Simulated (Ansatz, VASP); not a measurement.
## Zr: VASP beside Ansatz

```
Zr
1.0
     3.18352    0.00000    0.00000
    -1.59176    2.75701    0.00000
     0.00000    0.00000    5.06980
Zr
2
Cartesian
  0.0000 1.8380 1.2674
  1.5918 0.9190 3.8023
```

Change from the starting cell: strain -0.015 along x and y, -0.015 along z, atoms carried along.

Alike in both runs: task single point; functional PBEsol; k mesh 18 × 18 × 10; occupations gaussian, width 0.15 eV; no spin polarisation.

|  | VASP | Ansatz |
| --- | --- | --- |
| version | VASP 6.6.1 | Ansatz 0.2.0 |
| potentials or method | VASP PAW PBE potentials, release 64 (Zr_sv), cutoff 520 eV | scalar-relativistic, plane waves, PAW |
| valence electrons in the cell | 24 | 24 |

VASP gave:

| Item | Value |
| --- | --- |
| gap on the k mesh at the Fermi level (eV) | none |
| pressure (GPa) | 1.1 |
| traceless stress, the component that is largest in VASP (GPa) | 0.58 |

Problem. Estimate Ansatz's values.

Solution. gap on the k mesh at the Fermi level (eV): none; pressure (GPa): 1.0; traceless stress, the component that is largest in VASP (GPa): 0.58.

VASP's potentials were made for PBE, not for PBEsol. A gap of «none» marks a metal or a gap that the smearing closes.
